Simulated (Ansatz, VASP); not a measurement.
## Two plane-wave programs on Rh

INCAR

```
SYSTEM = Rh
PREC = Accurate
ENCUT = 520
EDIFF = 1E-6
ISMEAR = 0
SIGMA = 0.15
LREAL = .False.
LASPH = .True.
NELM = 60
ALGO = Fast
ISIF = 2
LWAVE = .False.
LCHARG = .False.
NBANDS = 14
```

Contents of KPOINTS:

```
regular mesh
0
Gamma
  20 20 20
  0 0 0
```

File POSCAR:

```
Rh
1.0
   -0.1877035262      1.8019538512      1.8770352617
    1.8019538512     -0.1877035262      1.8770352617
    1.6142503251      1.6142503251      0.0000000000
Rh
1
Direct
    0.0000000000      0.0000000000      0.0000000000
```

Input for Ansatz:

```yaml
crystal:
  lattice:
    - [-0.1877035262, 1.8019538512, 1.8770352617]
    - [1.8019538512, -0.1877035262, 1.8770352617]
    - [1.6142503251, 1.6142503251, 0.0]
  atoms:
    - { symbol: Rh, position: [0.0, 0.0, 0.0] }
basis:
  ecutwfc: 420
kpoints:
  mp_grid: { grid: [20, 20, 20] }
hamiltonian:
  xc: lda
  pseudopotentials: { kind: paw, azcp: { folder: soft_1 } }
scf:
  occupations: { method: gaussian, width: 0.15 }
output:
  forces: true
  stress: true
  eigenvalues: true
```

Change from the starting cell: engineering shear strain xy -0.2000, equal normal strain along x and y -0.0400.

Alike in both runs: task single point; functional LDA; k mesh 20 × 20 × 20; occupations gaussian, width 0.15 eV; no spin polarisation.

```csv
,VASP,Ansatz
version,VASP 6.6.1,Ansatz 0.2.0
potentials or method,"VASP PAW LDA potentials, release 64 (Rh_pv), cutoff 520 eV","scalar-relativistic, plane waves, PAW"
valence electrons in the cell,15,17
```

```tsv
	VASP	Ansatz	Ansatz less VASP
gap on the k mesh at the Fermi level (eV)	none	none	-
pressure (GPa)	58.5	57.1	-1.36
traceless stress, the component that is largest in VASP (GPa)	70.28	69.67	-0.609
```

Ansatz warns that its potentials were made for another functional, while VASP's fit it. LDA's correlation is that of Perdew and Zunger in VASP and of Perdew and Wang (1992) in Ansatz. A gap of «none» marks a metal or a gap that the smearing closes. Both programs put the cell under a high pressure, so it lies far from rest at this level. VASP's potentials hold 15 valence electrons a cell and Ansatz's 17, so a difference there can come from the potentials and not from the codes.
